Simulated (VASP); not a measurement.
# RbBr (Pm-3m) in VASP: notebook, part 2 of 2

VASP 6.6.1. Earlier steps stand in the parts before.

## (4) Single point, PBE (strain +0.040 along x and y, +0.040 along z)

INCAR

```
SYSTEM = RbBr
  PREC = Accurate
  ENCUT = 520
  EDIFF = 1E-6
  ISMEAR = 0
  SIGMA = 0.05
  LREAL = .False.
  LASPH = .True.
  NELM = 100
  ALGO = Normal
  ISIF = 2
  LWAVE = .False.
  LCHARG = .False.
  GGA = PE
  NBANDS = 15
```

KPOINTS

```
Automatic mesh
0
Gamma
  6 6 6
  0 0 0
```

POSCAR

```
RbBr
1.0
    4.2911203920      0.0000000000      0.0000000000
    0.0000000000      4.2911203920      0.0000000000
    0.0000000000      0.0000000000      4.2911203920
Rb Br
1 1
Direct
    0.0000000000      0.0000000000      0.0000000000
    0.5000000000      0.5000000000      0.5000000000
```

Potentials or basis: VASP PAW PBE potentials, release 64 (Rb_sv, Br).

Launch:

```
> cat potpaw_PBE.64/Rb_sv/POTCAR potpaw_PBE.64/Br/POTCAR > POTCAR
> mpirun -np 1 vasp_std > vasp.out
```

OUTCAR:

```text
SYSTEM = RbBr
   PREC = Accurate
   ENCUT = 520
   EDIFF = 1E-6
   ISMEAR = 0
   LREAL = .False.
   LASPH = .True.
   NELM = 100
   ISIF = 2
   GGA = PE

 ion  position               nearest neighbor table
   1  0.000  0.000  0.000-   2 3.72   2 3.72   2 3.72   2 3.72   2 3.72   2 3.72   2 3.72   2 3.72

   2  0.500  0.500  0.500-   1 3.72   1 3.72   1 3.72   1 3.72   1 3.72   1 3.72   1 3.72   1 3.72

  LATTYP: Found a simple cubic cell.
 ALAT       =     4.2911203920

  Lattice vectors:

 A1 = (   4.2911203920,   0.0000000000,   0.0000000000)
 A2 = (   0.0000000000,   4.2911203920,   0.0000000000)
 A3 = (   0.0000000000,   0.0000000000,   4.2911203920)

Analysis of symmetry for initial positions (statically):
=====================================================================
 Subroutine PRICEL returns:
 Original cell was already a primitive cell.

 Routine SETGRP: Setting up the symmetry group for a
 simple cubic supercell.

 Subroutine GETGRP returns: Found 48 space group operations
 (whereof 48 operations were pure point group operations)
 out of a pool of 48 trial point group operations.

The static configuration has the point symmetry O_h .

Analysis of symmetry for dynamics (positions and initial velocities):
=====================================================================
 Subroutine PRICEL returns:
 Original cell was already a primitive cell.

 Routine SETGRP: Setting up the symmetry group for a
 simple cubic supercell.

 Subroutine GETGRP returns: Found 48 space group operations
 (whereof 48 operations were pure point group operations)
 out of a pool of 48 trial point group operations.

The dynamic configuration has the point symmetry O_h .

 Subroutine INISYM returns: Found 48 space group operations
 (whereof 48 operations are pure point group operations),
 and found     1 'primitive' translations

----------------------------------------------------------------------------------------

                                     Primitive cell
[... 116 lines left out ...]
   LRPA    =     F    only Hartree local field effects (RPA)
 non-spin polarized calculation
 Gauss-broadening in eV      SIGMA  =   0.05
  energy-cutoff  :      520.00
  volume of cell :       79.02
 maximum number of plane-waves:      2176
 NGX is ok and might be reduce to    32
   NGX = 15   NGY = 15   NGZ = 15

 number of electron      15.9999996 magnetization

 Free energy of the ion-electron system (eV)
  ---------------------------------------------------
  ext. energy  EPLUGINS =         0.00000000
  ---------------------------------------------------
  free energy    TOTEN  =        -5.99268159 eV

  energy without entropy =       -5.99268159  energy(sigma->0) =       -5.99268159

 E-fermi :  -0.8612     XC(G=0):  -7.4393

 val. band max:       -1.1828002235   @ k =   0.5000   0.5000   0.0000
 cond. band min:       2.5371941613   @ k =   0.0000   0.0000   0.0000
 fundamental gap:      3.7199943848
 Fermi energy:        -0.8611889691

 k-point     1 :       0.0000    0.0000    0.0000
  band No.  band energies     occupation
      1     -26.4827      2.00000
      2     -13.6235      2.00000
      3     -10.4824      2.00000
      4     -10.4824      2.00000
      5     -10.4824      2.00000
      6      -1.3276      2.00000
      7      -1.3276      2.00000
      8      -1.3276      2.00000
      9       2.5372      0.00000
     10       4.4962      0.00000
     11       4.4962      0.00000
     12       8.4091      0.00000
     13       8.4091      0.00000
     14       8.4091      0.00000
[... 329 lines left out ...]
      2     -13.4136      2.00000
      3     -10.6421      2.00000
      4     -10.6421      2.00000
      5     -10.6421      2.00000
      6      -2.2582      2.00000
      7      -2.2582      2.00000
      8      -2.2582      2.00000
      9       6.6531      0.00000
     10       6.6531      0.00000
     11       6.6531      0.00000
     12       7.6230      0.00000
     13       7.6230      0.00000
     14       7.6230      0.00000
     15      10.2222      0.00000

------------------------ aborting loop because EDIFF is reached ----------------------------------------

  FORCE on cell =-STRESS in cart. coord.  units (eV):
  Direction    XX          YY          ZZ          XY          YZ          ZX
  --------------------------------------------------------------------------------------
  -------------------------------------------------------------------------------------
  Total       -0.3793246     -0.3793246     -0.3793246      0.0000000      0.0000000      0.0000000
  in kB       -7.6914725     -7.6914725     -7.6914725      0.0000000      0.0000000      0.0000000
  external PRESSURE =      -7.6914725 kB  Pullay stress =       0.0000000 kB

 VOLUME and BASIS-vectors are now :
 -----------------------------------------------------------------------------
  energy-cutoff  :      520.00
  volume of cell :       79.02
      direct lattice vectors                 reciprocal lattice vectors
     4.291120392  0.000000000  0.000000000     0.233039372  0.000000000  0.000000000
     0.000000000  4.291120392  0.000000000     0.000000000  0.233039372  0.000000000
     0.000000000  0.000000000  4.291120392     0.000000000  0.000000000  0.233039372

 POSITION                                       TOTAL-FORCE (eV/Angst)
 -----------------------------------------------------------------------------------
      0.00000      0.00000      0.00000         0.000000      0.000000      0.000000
      2.14556      2.14556      2.14556         0.000000      0.000000      0.000000
 -----------------------------------------------------------------------------------
    total drift:                                0.000000      0.000000     -0.000000

  FREE ENERGIE OF THE ION-ELECTRON SYSTEM (eV)
  ---------------------------------------------------
  free  energy   TOTEN  =        -5.9926815931 eV

  energy  without entropy=       -5.9926815931  energy(sigma->0) =       -5.99268159
```

stdout:

```text
POSCAR found type information on POSCAR RbBr
 POSCAR found :  2 types and       2 ions
 scaLAPACK will be used
 LDA part: xc-table for (Slater+PW92), standard interpolation
 POSCAR, INCAR and KPOINTS ok, starting setup
 FFT: planning ... GRIDC
 FFT: planning ... GRID_SOFT
 FFT: planning ... GRID
 WAVECAR not read
 entering main loop
```

Run time: 14 s. Hardware: 1 thread of Intel Xeon Platinum 8375C at 2.90GHz (Ice Lake), shared host; peak memory 0.18 GiB.

Results:

| Item | Value |
| --- | --- |
| Free energy | -5.9927 eV |
| Pressure | -0.8 GPa |
| Band gap on the k mesh | 3.72 eV, indirect (least direct gap 3.86 eV) |

Levels at points of the mesh, in eV from the valence-band top:
```csv
k point,band 5,band 6,band 7,band 8,band 9,band 10,band 11,band 12
"(0.00, 0.00, 0.00)",-9.30,-0.14,-0.14,-0.14,3.72,5.68,5.68,9.59
"(0.50, 0.00, 0.00)",-9.27,-1.43,-0.18,-0.18,6.58,6.83,7.01,8.67
"(0.50, 0.50, 0.00)",-9.25,-0.91,-0.91,0.00,5.24,6.10,7.85,7.85
"(0.50, 0.50, 0.50)",-9.46,-1.08,-1.08,-1.08,7.84,7.84,7.84,8.81
```

Caveat: the cell differs from its parent crystal (strain +0.040 along x and y, +0.040 along z).

## (5) Single point, PBE (strain +0.080 along x and y, +0.080 along z)

INCAR

```
SYSTEM = RbBr
ALGO = Normal
EDIFF = 1E-6
ENCUT = 520
GGA = PE
ISIF = 2
ISMEAR = 0
LASPH = .True.
LCHARG = .True.
LELF = .True.
LREAL = .False.
LVHAR = .True.
LWAVE = .False.
NBANDS = 15
NELM = 60
PREC = Accurate
SIGMA = 0.05
```

KPOINTS

```
k-points
0
Gamma
  6 6 6
  0 0 0
```

POSCAR

```
RbBr
1.0
    4.4561634840      0.0000000000      0.0000000000
    0.0000000000      4.4561634840      0.0000000000
    0.0000000000      0.0000000000      4.4561634840
Rb Br
1 1
Direct
    0.0000000000      0.0000000000      0.0000000000
    0.5000000000      0.5000000000      0.5000000000
```

Launch:

```
> cat potpaw_PBE.64/Rb_sv/POTCAR potpaw_PBE.64/Br/POTCAR > POTCAR
> mpirun -np 1 vasp_std > vasp.out
```

Run time: 22 s. Hardware: 1 thread of Intel Xeon Platinum 8375C at 2.90GHz (Ice Lake), shared host; peak memory 0.21 GiB.

The run converged. Its results:

| Property | Result |
| --- | --- |
| Free energy | -5.9196 eV |
| Pressure | -1.6 GPa |
| Band gap on the k mesh | 3.43 eV, indirect (least direct gap 3.56 eV) |

Levels at points of the mesh, in eV from the valence-band top:
| k point | band 5 | band 6 | band 7 | band 8 | band 9 | band 10 | band 11 | band 12 |
| --- | --- | --- | --- | --- | --- | --- | --- | --- |
| (0.00, 0.00, 0.00) | -9.54 | -0.13 | -0.13 | -0.13 | 3.43 | 5.72 | 5.72 | 9.25 |
| (0.50, 0.00, 0.00) | -9.52 | -1.19 | -0.14 | -0.14 | 6.13 | 6.44 | 6.72 | 8.60 |
| (0.50, 0.50, 0.00) | -9.50 | -0.79 | -0.79 | 0.00 | 5.13 | 5.97 | 7.70 | 7.70 |
| (0.50, 0.50, 0.50) | -9.65 | -0.87 | -0.87 | -0.87 | 7.48 | 7.48 | 7.48 | 8.31 |

Caveat: the cell differs from its parent crystal (strain +0.080 along x and y, +0.080 along z).

## (6) The runs side by side

| cell | gap on the mesh (eV) | pressure (GPa) |
| --- | --- | --- |
| a = 3.796 Å, 2 atoms | 5.14 | 8.9 |
| a = 3.961 Å, 2 atoms | 4.55 | 3.8 |
| a = 4.291 Å, 2 atoms | 3.72 | -0.8 |
| a = 4.456 Å, 2 atoms | 3.43 | -1.6 |

Alike in all rows: task single point; level PBE; potentials or basis VASP PAW PBE potentials, release 64 (Rb_sv, Br); no spin polarisation; k mesh 6 × 6 × 6; cutoff (eV) 520; smearing gaussian 0.05 eV.

Total energies depend on the potentials used, so only differences within one code and one set of settings carry meaning.
